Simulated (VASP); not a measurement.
Crystal: KI.

```
CELL_PARAMETERS angstrom
4.33998 0.00000 0.00000
0.00000 4.33998 0.00000
0.00000 0.00000 4.33998
ATOMIC_POSITIONS crystal
K 0.00000 0.00000 0.00000
I 0.50000 0.50000 0.50000
```

* Program: VASP 6.6.1
* Task: relaxation of cell and atoms
* Functional: PBEsol
* Potentials or basis: VASP PAW PBE potentials, release 64 (K_sv, I)
* Cutoff: 600 eV
* k mesh: 6 × 6 × 6
* Occupations: fermi-dirac, width 0.02 eV
* Spin: no spin polarisation

At the start: pressure -0.9 GPa; volume 40.87 Å³/atom.

Where does the relaxation end?

Over 3 steps the energy falls by 9.1 meV/atom and the volume is 37.86 Å³/atom (-7.4 %); space group Pm-3m (No. 221, to 0.1 Å) before and after.

The path:
```csv
step,energy change (eV),largest force (eV/Å),pressure (GPa),volume (Å³)
1,0.0000,0.0000,-0.93,81.75
2,-0.0128,0.0000,-0.54,78.96
3,-0.0183,0.0000,0.02,75.73
```

Final structure:
```cif
data_structure
_symmetry_space_group_name_H-M 'P 1'
_symmetry_Int_Tables_number 1
_cell_length_a 4.2308
_cell_length_b 4.2308
_cell_length_c 4.2308
_cell_angle_alpha 90.000
_cell_angle_beta 90.000
_cell_angle_gamma 90.000
_cell_volume 75.73
loop_
_atom_site_label
_atom_site_type_symbol
_atom_site_fract_x
_atom_site_fract_y
_atom_site_fract_z
_atom_site_occupancy
K1 K 0.00000 0.00000 0.00000 1
I1 I 0.50000 0.50000 0.50000 1
```

Caveat: the PAW data sets were made with another functional, which shifts forces and pressure a little.
